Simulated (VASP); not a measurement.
Input of a VASP 6.6.1 run:

The input INCAR:

```
PREC     = Accurate       # precision mode
ENCUT    = 520            # plane-wave cutoff, eV
EDIFF    = 1E-6           # SCF threshold, eV
ISMEAR   = -1             # smearing method
SIGMA    = 0.05           # smearing width, eV
LREAL    = Auto         
LASPH    = T              # aspherical terms in the spheres
NELM     = 150            # most SCF steps
ALGO     = Normal         # electronic algorithm
ISIF     = 2              # what is computed and relaxed
LWAVE    = F              # write WAVECAR
LCHARG   = F              # write CHGCAR
ISPIN    = 2              # spin polarisation
MAGMOM   = 0 0 0 0 0 0 0 0 0 0 0 0 0 0 0 0 1 # initial moments
LORBIT   = 11             # projections on sites
GGA      = CA             # functional
IBRION   = 2              # ionic algorithm
NSW      = 45             # ionic steps
EDIFFG   = -0.08          # ionic threshold
KPAR     = 2
```

KPOINTS

```
Automatic mesh
0
Gamma
  2 2 2
```

Contents of POSCAR:

```
Si16B
1.0
    0.0000000000      5.4300000000      5.4300000000
    5.4300000000      0.0000000000      5.4300000000
    5.4300000000      5.4300000000      0.0000000000
Si B
16 1
Direct
    0.0000000000      0.0000000000      0.0000000000
    0.1250000000      0.1250000000      0.1250000000
    0.0000000000      0.0000000000      0.5000000000
    0.1250000000      0.1250000000      0.6250000000
    0.0000000000      0.5000000000      0.0000000000
    0.1250000000      0.6250000000      0.1250000000
    0.0000000000      0.5000000000      0.5000000000
    0.1250000000      0.6250000000      0.6250000000
    0.5000000000      0.0000000000      0.0000000000
    0.6250000000      0.1250000000      0.1250000000
    0.5000000000      0.0000000000      0.5000000000
    0.6250000000      0.1250000000      0.6250000000
    0.5000000000      0.5000000000      0.0000000000
    0.6250000000      0.6250000000      0.1250000000
    0.5000000000      0.5000000000      0.5000000000
    0.6250000000      0.6250000000      0.6250000000
    0.7414090000      0.7461874000      0.7521137000
```

Potentials or basis: VASP PAW LDA potentials, release 64 (Si, B).

Launch:

```bash
$ cat potpaw_LDA.64/Si/POTCAR potpaw_LDA.64/B/POTCAR > POTCAR
$ mpirun -np 4 vasp_std > vasp.out
```

**Question.** What does it give for the energy gained by relaxing?

**Answer.** 4.9 meV/atom.

**Question.** Predict the net moment.

**Answer.** 0.00 μB per cell.

The path:
| step | energy change (eV) | largest force (eV/Å) | pressure (GPa) |
| --- | --- | --- | --- |
| 1 | 0.0000 | 0.6303 | -0.74 |
| 2 | -0.0587 | 0.2890 | -0.58 |
| 3 | -0.0776 | 0.1611 | -0.37 |
| 4 | -0.0778 | 0.1601 | -0.39 |
| 5 | -0.0833 | 0.0494 | -0.40 |

Caveat: the k points lie up to 0.50 Å⁻¹ apart; the relaxation stopped at a loose force limit of 0.08 eV/Å, so its end isn't a converged minimum.
